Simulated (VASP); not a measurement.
Input of a VASP 6.6.1 run:

INCAR

```
PREC = Accurate
ENCUT = 600
EDIFF = 1E-7
ISMEAR = -1
SIGMA = 0.05
LREAL = F
LASPH = T
NELM = 100
ALGO = Normal
ISIF = 3
LWAVE = F
LCHARG = F
GGA = PS
IBRION = 2
NSW = 80
EDIFFG = -0.02
PSTRESS = 300.0
```

KPOINTS

```
Automatic mesh
0
Gamma
  6 6 6
```

POSCAR

```
Ga3Se
1.0
    4.4324650000      0.0000000000      0.0000000000
    0.0000000000      4.4324650000      0.0000000000
    0.0000000000      0.0000000000      4.4324650000
Se Ga
1 3
Direct
    0.0000000000      0.0000000000      0.0000000000
    0.5000000000      0.5000000000      0.0000000000
    0.5000000000      0.0000000000      0.5000000000
    0.0000000000      0.5000000000      0.5000000000
```

Potentials or basis: VASP PAW PBE potentials, release 64 (Se, Ga_d).

Launch:

```sh
$ cat potpaw_PBE.64/Se/POTCAR potpaw_PBE.64/Ga_d/POTCAR > POTCAR
$ mpirun -np 1 vasp_std > vasp.out
```

Task: What does it give for the space group after relaxing (to 0.1 Å)?

Result: Pm-3m (No. 221).

Task: Predict the relaxed volume.

Result: 14.66 Å³/atom.

Task: What does it give for the band gap on the k mesh?

Result: Zero (an odd number of electrons rules out a gap without spin polarisation).

Task: Estimate the relaxed cell.

Result: a = 3.885 Å, b = 3.885 Å, c = 3.885 Å, α = 90.00°, β = 90.00°, γ = 90.00°.

Final structure:
```
CELL_PARAMETERS angstrom
3.88533 0.00000 0.00000
0.00000 3.88533 0.00000
0.00000 0.00000 3.88533
ATOMIC_POSITIONS crystal
Se 0.00000 0.00000 0.00000
Ga 0.50000 0.50000 0.00000
Ga 0.50000 0.00000 0.50000
Ga 0.00000 0.50000 0.50000
```

Caveat: the cell is relaxed towards a set pressure, so the run minimises the enthalpy, not the energy; the volume moved by over 15 % at a fixed basis, so the end points are rough; the PAW data sets were made with another functional, which shifts forces and pressure a little.
